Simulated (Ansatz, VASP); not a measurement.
**SiC: VASP beside Ansatz**

```
Si C
1.0
     3.08100    0.00000    0.00000
    -1.54050    2.66822    0.00000
     0.00000    0.00000   15.12480
Si C
6 6
Direct
  0.00000 0.00000 0.00000
  0.00000 0.00000 0.50000
  0.33333 0.66667 0.16640
  0.66667 0.33333 0.66640
  0.66667 0.33333 0.33290
  0.33333 0.66667 0.83290
  0.33333 0.66667 0.04120
  0.66667 0.33333 0.54120
  0.66667 0.33333 0.20800
  0.33333 0.66667 0.70800
  0.00000 0.00000 0.37460
  0.00000 0.00000 0.87460
```

Alike in both runs: task electric field gradients; functional PBE; k mesh 10 × 10 × 2; occupations fermi-dirac, width 0.02 eV; no spin polarisation.

|  | VASP | Ansatz |
| --- | --- | --- |
| version | VASP 6.6.1 | Ansatz 0.2.0 |
| potentials or method | VASP PAW PBE potentials, release 64 (Si, C) | plane-wave PAW, scalar-relativistic |
| plane-wave cutoff (eV) | 520 | 420 |
| valence electrons in the cell | 48 | 48 |

```csv
,VASP,Ansatz,Ansatz less VASP
gap on the k mesh at the Fermi level (eV),2.01,2.02,+0.002
pressure (GPa),2.8,2.9,+0.06
"traceless stress, the component that is largest in VASP (GPa)",-0.23,-0.23,-0.002
rms of the force components (eV/Å),0.064,0.065,+0.0003
size of Vzz on the site where it differs most (V/Å²),0.3,0.1,-0.21
```

Atom by atom the forces differ by 0.001 eV/Å (rms over components). With one functional, cell and mesh, what is left measures potentials, basis and numerics.
